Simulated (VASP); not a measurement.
Wanted: the native input for a VASP 6.6.1 run.

```
Task                   : single point
Functional             : PBEsol
Potentials or basis    : VASP PAW PBE potentials, release 64 (Sn_d, Se)
Cutoff                 : 520 eV
k mesh                 : 3 × 3 × 3
Occupations            : gaussian, width 0.01 eV
Spin                   : no spin polarisation
Dipole correction      : no
Further INCAR settings : ALGO = Normal; EDIFF = 1e-06; NBANDS = 17
```

The structure of SnSe lies in POSCAR:

```
SnSe
1.0
    0.0000000000      3.0100000000      3.0100000000
    3.0100000000      0.0000000000      3.0100000000
    3.0100000000      3.0100000000      0.0000000000
Sn Se
1 1
Direct
    0.0000000000      0.0000000000      0.0000000000
    0.5000000000      0.5000000000      0.5000000000
```

One way to write it, as run:

INCAR

```
PREC = Accurate ; ENCUT = 520
EDIFF = 1E-6 ; ISMEAR = 0
SIGMA = 0.01 ; LREAL = F
LASPH = T ; NELM = 80
ALGO = Normal ; ISIF = 2
LWAVE = F ; LCHARG = T
GGA = PS ; LELF = T
LVHAR = T ; NBANDS = 17
```

KPOINTS

```
Automatic mesh
0
Gamma
  3 3 3
```

Potentials or basis: VASP PAW PBE potentials, release 64 (Sn_d, Se).

The run is started by

```sh
$ cat potpaw_PBE.64/Sn_d/POTCAR potpaw_PBE.64/Se/POTCAR > POTCAR
$ mpirun -np 1 vasp_std > vasp.out
```

It gave:

| Quantity | Value |
| --- | --- |
| Pressure | -3.5 GPa |

Caveat: the k points lie up to 0.60 Å⁻¹ apart; the PAW data sets were made with another functional, which shifts forces and pressure a little.

Run time: 6.7 s on 1 thread of Intel Xeon 6455B, on a shared host, peak memory 0.17 GiB.
